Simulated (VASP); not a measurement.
C: single point with LDA

The system is C.

```
CELL_PARAMETERS angstrom
-2.48271 2.48271 2.37424
2.48271 -2.48271 2.37424
2.48271 2.48271 -2.37424
ATOMIC_POSITIONS crystal
C 0.32547 0.00000 0.00000
C 0.67453 0.67453 0.67453
C 0.00000 0.32547 0.00000
C 0.00000 0.00000 0.32547
C 0.00000 0.67453 0.00000
C 0.32547 0.32547 0.32547
C 0.67453 0.00000 0.00000
C 0.00000 0.00000 0.67453
```

This cell differs from its parent crystal: strain +0.030 along x and y, -0.015 along z.

```
Program             : VASP 6.6.1
Task                : single point
Functional          : LDA
Potentials or basis : VASP PAW LDA potentials, release 64 (C)
Cutoff              : 520 eV
k mesh              : 8 × 8 × 8
Occupations         : gaussian, width 0.05 eV
Spin                : no spin polarisation
```

```
Pressure               : -12.3 GPa
Largest force          : 0.854 eV/Å
Band gap on the k mesh : 2.44 eV, indirect (least direct gap 3.36 eV)
```

Forces on the atoms (eV/Å):
```
C    0.381 -0.381  0.662
C    0.381  0.381 -0.662
C   -0.381  0.381  0.662
C   -0.381 -0.381 -0.662
C    0.381 -0.381 -0.662
C   -0.381 -0.381  0.662
C   -0.381  0.381 -0.662
C    0.381  0.381  0.662
```

Stress tensor (GPa, compression positive):
```
-20.65   0.00   0.00
  0.00 -20.65   0.00
  0.00   0.00   4.40
```

Levels at points of the mesh, in eV from the valence-band top:
```csv
k point,band 13,band 14,band 15,band 16,band 17,band 18,band 19,band 20
"(0.00, 0.00, 0.00)",-5.43,-1.15,-0.52,-0.52,2.98,2.98,4.82,7.23
"(0.50, 0.00, 0.00)",-3.48,-3.32,-2.53,-2.47,3.48,4.43,5.35,5.55
"(0.50, 0.50, 0.00)",-3.85,-3.01,-2.96,-2.31,3.23,5.02,5.99,6.16
"(0.50, 0.50, 0.50)",-6.06,-0.58,-0.58,0.00,3.39,4.67,5.58,5.58
```

Wall time 67 s on 1 thread of Intel Xeon 6975P-C (shared host), peak memory 0.18 GiB.

Caveat: the cell differs from its parent crystal (strain +0.030 along x and y, -0.015 along z). A k mesh can miss the band edges.
